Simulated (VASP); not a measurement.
# Ir (P6_3/mmc) in VASP: notebook

Runs on Ir. Level: PBEsol. Tasks: single point.

All numbers are computed with VASP 6.6.1; they aren't measurements. Logs are shortened: lines on timing, memory, paths and dates and some standing lists are left out, and cuts for length are marked.

## (1) The cell of the first run

It takes space group P6_3/mmc (No. 194, hexagonal). Conventional cell: a = 2.598 Å, b = 2.598 Å, c = 8.486 Å, α = 90.00°, β = 90.00°, γ = 120.00°. Within 3.4 Å of Ir (site symmetry -3m) lie 12 Ir at 2.60 Å. Within 3.4 Å of Ir (site symmetry -6m2) lie 12 Ir at 2.60 Å.

## (2) Single point, PBEsol (volume scaled by 0.88)

INCAR

```
SYSTEM = Ir
  ALGO = Normal
  EDIFF = 1E-6
  ENCUT = 520
  GGA = PS
  ISIF = 2
  ISMEAR = -1
  LASPH = .TRUE.
  LCHARG = .FALSE.
  LREAL = .FALSE.
  LWAVE = .FALSE.
  NBANDS = 26
  NELM = 60
  PREC = Accurate
  SIGMA = 0.1
```

KPOINTS

```
k-points
0
G
  15 15 4
  0 0 0
```

POSCAR

```
Ir
1.0
    2.5977485811      0.0000000000      0.0000000000
   -1.2988742905      2.2497162639      0.0000000000
    0.0000000000      0.0000000000      8.4862132799
Ir
4
Direct
    0.0000000000      0.0000000000      0.0000000000
    0.0000000000      0.0000000000      0.5000000000
    0.3333333333      0.6666666667      0.2500000000
    0.6666666667      0.3333333333      0.7500000000
```

Potentials or basis: VASP PAW PBE potentials, release 64 (Ir).

Run with:

```sh
> cat potpaw_PBE.64/Ir/POTCAR > POTCAR
> mpirun -np 1 vasp_std > vasp.out
```

OUTCAR:

```text
SYSTEM = Ir
   EDIFF = 1E-6
   ENCUT = 520
   GGA = PS
   ISIF = 2
   ISMEAR = -1
   LASPH = .TRUE.
   LREAL = .FALSE.
   NELM = 60
   PREC = Accurate

 ion  position               nearest neighbor table
   1  0.000  0.000  0.000-   3 2.60   4 2.60   3 2.60   4 2.60   4 2.60   3 2.60
   2  0.000  0.000  0.500-   3 2.60   4 2.60   3 2.60   4 2.60   4 2.60   3 2.60
   3  0.333  0.667  0.250-   1 2.60   2 2.60   1 2.60   2 2.60   1 2.60   2 2.60
   4  0.667  0.333  0.750-   1 2.60   2 2.60   1 2.60   2 2.60   1 2.60   2 2.60

  LATTYP: Found a hexagonal cell.
 ALAT       =     2.5977485811
 C/A-ratio  =     3.2667569686

  Lattice vectors:

 A1 = (   2.5977485811,   0.0000000000,   0.0000000000)
 A2 = (  -1.2988742905,   2.2497162639,   0.0000000000)
 A3 = (   0.0000000000,   0.0000000000,   8.4862132799)

Analysis of symmetry for initial positions (statically):
=====================================================================
 Subroutine PRICEL returns:
 Original cell was already a primitive cell.

 Routine SETGRP: Setting up the symmetry group for a
 hexagonal supercell.

 Subroutine GETGRP returns: Found 24 space group operations
 (whereof 12 operations were pure point group operations)
 out of a pool of 24 trial point group operations.

The static configuration has the point symmetry D_3d.
 The point group associated with its full space group is D_6h.

Analysis of symmetry for dynamics (positions and initial velocities):
=====================================================================
 Subroutine PRICEL returns:
 Original cell was already a primitive cell.

 Routine SETGRP: Setting up the symmetry group for a
 hexagonal supercell.

 Subroutine GETGRP returns: Found 24 space group operations
 (whereof 12 operations were pure point group operations)
 out of a pool of 24 trial point group operations.

The dynamic configuration has the point symmetry D_3d.
 The point group associated with its full space group is D_6h.

 Subroutine INISYM returns: Found 24 space group operations
 (whereof 12 operations are pure point group operations),
 and found     1 'primitive' translations

----------------------------------------------------------------------------------------

                                     Primitive cell

  volume of cell :      49.5951

  direct lattice vectors                    reciprocal lattice vectors
     2.597748581  0.000000000  0.000000000     0.384948723  0.222250249  0.000000000
    -1.298874290  2.249716264  0.000000000     0.000000000  0.444500498  0.000000000
     0.000000000  0.000000000  8.486213280     0.000000000  0.000000000  0.117838188

  length of vectors
     2.597748581  2.597748581  8.486213280     0.444500498  0.444500498  0.117838188

  position of ions in fractional coordinates (direct lattice)
     0.000000000  0.000000000  0.000000000
     0.000000000  0.000000000  0.500000000
     0.333333333  0.666666667  0.250000000
     0.666666667  0.333333333  0.750000000

  ion indices of the primitive-cell ions
   primitive index   ion index
                 1           1
                 2           2
                 3           3
                 4           4

----------------------------------------------------------------------------------------

 KPOINTS: k-points

Automatic generation of k-mesh.
 Grid dimensions read from file:
 generate k-points for:   15   15    4

 Generating k-lattice:

  Cartesian coordinates                     Fractional coordinates (reciprocal lattice)
     0.025663248  0.014816683  0.000000000     0.066666667 -0.000000000  0.000000000
     0.000000000  0.029633367  0.000000000     0.000000000  0.066666667  0.000000000
     0.000000000  0.000000000  0.029459547     0.000000000  0.000000000  0.250000000

  Length of vectors
     0.029633367  0.029633367  0.029459547

  Shift w.r.t. Gamma in fractional coordinates (k-lattice)
     0.000000000  0.000000000  0.000000000

 Subroutine IBZKPT returns following result:
 ===========================================

 Found     81 irreducible k-points:

 Following reciprocal coordinates:
            Coordinates               Weight
  0.000000  0.000000  0.000000      1.000000
  0.066667  0.000000  0.000000      6.000000
  0.133333  0.000000  0.000000      6.000000
  0.200000  0.000000  0.000000      6.000000
  0.266667  0.000000  0.000000      6.000000
  0.333333 -0.000000  0.000000      6.000000
[... 16 lines left out ...]
  0.333333  0.200000  0.000000     12.000000
  0.400000  0.200000  0.000000      6.000000
 [... further k-points ...]
   k-points           NKPTS =     81   k-points in BZ     NKDIM =     81   number of bands    NBANDS=     26
   number of dos      NEDOS =    301   number of ions     NIONS =      4
   total plane-waves  NPLWV =  25600
   dimension x,y,z NGX =    20 NGY =   20 NGZ =   64
   dimension x,y,z NGXF=    40 NGYF=   40 NGZF=  128
   ions per type =               4
   NGX,Y,Z   is equivalent  to a cutoff of  12.80, 12.80, 12.54 a.u.
   NGXF,Y,Z  is equivalent  to a cutoff of  25.60, 25.60, 25.08 a.u.
 SYSTEM =  Ir
   PREC   = accura    normal or accurate (medium, high low for compatibility)
   ISTART =      0    job   : 0-new  1-cont  2-samecut
   ICHARG =      2    charge: 1-file 2-atom 10-const
   ISPIN  =      1    spin polarized calculation?
   LNONCOLLINEAR =      F non collinear calculations
   LSORBIT =      F    spin-orbit coupling
   LASPH  =      T    aspherical Exc in radial PAW
   ENCUT  =  520.0 eV  38.22 Ry    6.18 a.u.   4.83  4.83 15.78*2*pi/ulx,y,z
   NELM   =     60;   NELMIN=  2; NELMDL= -5     # of ELM steps
   EDIFF  = 0.1E-05   stopping-criterion for ELM
   LREAL  =      F    real-space projection
   EDIFFG = 0.1E-04   stopping-criterion for IOM
   NSW    =      0    number of steps for IOM
   IBRION =     -1    ionic relax: 0-MD 1-quasi-New 2-CG
   NFREE  =      0    steps in history (QN), initial steepest desc. (CG)
   ISIF   =      2    stress and relaxation
   ISYM   =      2    0-nonsym 1-usesym 2-fastsym
   POTIM  = 0.5000    time-step for ionic-motion
   TEBEG  =    0.0;   TEEND  =   0.0 temperature during run
   PSTRESS=    0.0 pullay stress
   NELECT =      36.0000    total number of electrons
   NUPDOWN=      -1.0000    fix difference up-down
   EMIN   =  10.00;   EMAX   =-10.00  energy-range for DOS
   EFERMI =   0.00;   METHOD = LEGACY
   ISMEAR =    -1;   SIGMA  =   0.10  broadening in eV -4-tet -1-fermi 0-gaus
   EFERMI_NEDOS =   21; number of points for ismear=-14 and -15
   IALGO  =     38    algorithm
   IMIX   =      4    mixing-type and parameters
     AMIX     =   0.40;   BMIX     =  1.00
     AMIX_MAG =   1.60;   BMIX_MAG =  1.00
  volume/ion in A,a.u.               =      12.40        83.67
  Fermi-wavevector in a.u.,A,eV,Ry     =   1.471282  2.780321 29.452152  2.164672
  Thomas-Fermi vector in A             =   2.586437
   LORBIT       =      0    0 simple, 1 ext, 2 COOP (PROOUT), +10 PAW based schemes
   GGA     = PS    functional components
   LHFCALC =     F    Hartree Fock is set to
   AEXX    =    0.0000 exact exchange contribution
   IVDW    =     0    specifies the selected vdW correction
   LEPSILON=     F    determine dielectric tensor
   LRPA    =     F    only Hartree local field effects (RPA)
 non-spin polarized calculation
  energy-cutoff  :      520.00
  volume of cell :       49.60
 maximum number of plane-waves:      1374
 NGX is ok and might be reduce to    20
   NGX =  9   NGY =  9   NGZ = 31

 number of electron      36.0000002 magnetization

 Free energy of the ion-electron system (eV)
  ---------------------------------------------------
  ext. energy  EPLUGINS =         0.00000000
  ---------------------------------------------------
  free energy    TOTEN  =       -37.89243961 eV

  energy without entropy =      -37.79474628  energy(sigma->0) =      -37.84359295

 E-fermi :  12.7360     XC(G=0): -14.8857

 val. band max:       12.7353709676   @ k =   0.3333   0.3333   0.0000
 cond. band min:      12.7492817841   @ k =   0.1333   0.1333   0.0000
 fundamental gap:      0.0139108165
 Fermi energy:        12.7360250766

 k-point     1 :       0.0000    0.0000    0.0000
  band No.  band energies     occupation
      1       0.0210      2.00000
      2       2.4326      2.00000
      3       2.4839      2.00000
      4       3.0419      2.00000
      5       7.3624      2.00000
      6       7.4144      2.00000
[... 18 lines left out ...]
     25      21.2567      0.00000
     26      25.5115      0.00000

 k-point     2 :       0.0667    0.0000    0.0000
  band No.  band energies     occupation
      1       0.2246      2.00000
      2       2.6284      2.00000
      3       2.6797      2.00000
      4       3.2317      2.00000
      5       7.0602      2.00000
      6       7.2590      2.00000
[... 18 lines left out ...]
     25      21.1824      0.00000
     26      25.8913      0.00000

 k-point     3 :       0.1333    0.0000    0.0000
  band No.  band energies     occupation
      1       0.8069      2.00000
      2       3.1525      2.00000
      3       3.2047      2.00000
      4       3.7478      2.00000
      5       6.4953      2.00000
      6       6.8728      2.00000
[... 18 lines left out ...]
     25      20.9591      0.00000
     26      26.8530      0.00000

 k-point     4 :       0.2000    0.0000    0.0000
  band No.  band energies     occupation
      1       1.6716      2.00000
      2       3.7353      2.00000
      3       3.8009      2.00000
      4       4.3893      2.00000
      5       5.9977      2.00000
      6       6.4068      2.00000
[... 18 lines left out ...]
     25      20.6374      0.00000
     26      27.4964      0.00000

 k-point     5 :       0.2667    0.0000    0.0000
  band No.  band energies     occupation
      1       2.6047      2.00000
      2       3.9501      2.00000
      3       3.9772      2.00000
      4       4.6525      2.00000
      5       5.7339      2.00000
      6       5.9249      2.00000
[... 18 lines left out ...]
     25      20.3508      0.00000
     26      26.3054      0.00000

 k-point     6 :       0.3333   -0.0000    0.0000
  band No.  band energies     occupation
      1       3.1592      2.00000
      2       3.6925      2.00000
      3       3.8956      2.00000
      4       4.5269      2.00000
      5       5.4676      2.00000
      6       5.5021      2.00000
[... 427 lines left out ...]
 k-point    21 :       0.2000    0.2000    0.0000
  band No.  band energies     occupation
      1       4.1233      2.00000
      2       4.3986      2.00000
      3       4.4458      2.00000
      4       5.4240      2.00000
      5       5.5741      2.00000
      6       5.6741      2.00000
[... 18 lines left out ...]
     25      22.4367      0.00000
     26      24.4657      0.00000

 k-point    22 :       0.2667    0.2000    0.0000
  band No.  band energies     occupation
      1       4.2635      2.00000
      2       4.2989      2.00000
      3       5.0371      2.00000
      4       5.2251      2.00000
      5       5.2670      2.00000
      6       5.9296      2.00000
[... 18 lines left out ...]
     25      22.1550      0.00000
     26      22.8217      0.00000

 k-point    23 :       0.3333    0.2000    0.0000
  band No.  band energies     occupation
      1       4.0679      2.00000
      2       4.1736      2.00000
      3       4.9630      2.00000
      4       5.3812      2.00000
      5       5.7650      2.00000
      6       5.8711      2.00000
[... 18 lines left out ...]
     25      21.2324      0.00000
     26      22.6238      0.00000

 k-point    24 :       0.4000    0.2000    0.0000
  band No.  band energies     occupation
      1       3.9724      2.00000
      2       4.1405      2.00000
      3       4.8760      2.00000
      4       5.5967      2.00000
      5       5.8174      2.00000
      6       6.0763      2.00000
[... 18 lines left out ...]
     25      20.6915      0.00000
     26      21.7549      0.00000

 [... further k-points ...]

------------------------ aborting loop because EDIFF is reached ----------------------------------------

  FORCE on cell =-STRESS in cart. coord.  units (eV):
  Direction    XX          YY          ZZ          XY          YZ          ZX
  --------------------------------------------------------------------------------------
  -------------------------------------------------------------------------------------
  Total       21.5307420     21.5307420     21.7484449      0.0000000      0.0000000      0.0000000
  in kB      695.5538724    695.5538724    702.5867986      0.0000000      0.0000000      0.0000000
  external PRESSURE =     697.8981811 kB  Pullay stress =       0.0000000 kB

 VOLUME and BASIS-vectors are now :
 -----------------------------------------------------------------------------
  energy-cutoff  :      520.00
  volume of cell :       49.60
      direct lattice vectors                 reciprocal lattice vectors
     2.597748581  0.000000000  0.000000000     0.384948723  0.222250249  0.000000000
    -1.298874290  2.249716264  0.000000000     0.000000000  0.444500498  0.000000000
     0.000000000  0.000000000  8.486213280     0.000000000  0.000000000  0.117838188

 POSITION                                       TOTAL-FORCE (eV/Angst)
 -----------------------------------------------------------------------------------
      0.00000      0.00000      0.00000         0.000000      0.000000      0.000000
      0.00000      0.00000      4.24311         0.000000      0.000000      0.000000
     -0.00000      1.49981      2.12155        -0.000000      0.000000     -0.000000
      1.29887      0.74991      6.36466         0.000000      0.000000     -0.000000
 -----------------------------------------------------------------------------------
    total drift:                                0.000000     -0.000000      0.000000

  FREE ENERGIE OF THE ION-ELECTRON SYSTEM (eV)
  ---------------------------------------------------
  free  energy   TOTEN  =       -37.8924396147 eV

  energy  without entropy=      -37.7947462775  energy(sigma->0) =      -37.84359295
```

Run time: 86 s. Hardware: 1 thread of Intel Xeon 6975P-C, shared host; peak memory 0.22 GiB.

Results:

```yaml
Free_energy: -37.8924 eV
Pressure: 69.8 GPa
Band_gap_on_the_k_mesh: zero (band 18 reaches 14.01 eV, above the bottom of band 19 at 10.83 eV)
```

Stress tensor (GPa, compression positive):
```
69.56  0.00  0.00
 0.00 69.56  0.00
 0.00  0.00 70.26
```

Caveat: the PAW data sets were made with another functional, which shifts forces and pressure a little; spin-orbit coupling is left out, which moves the levels of the heavy elements.

(Part 1 of 2 ends here.)
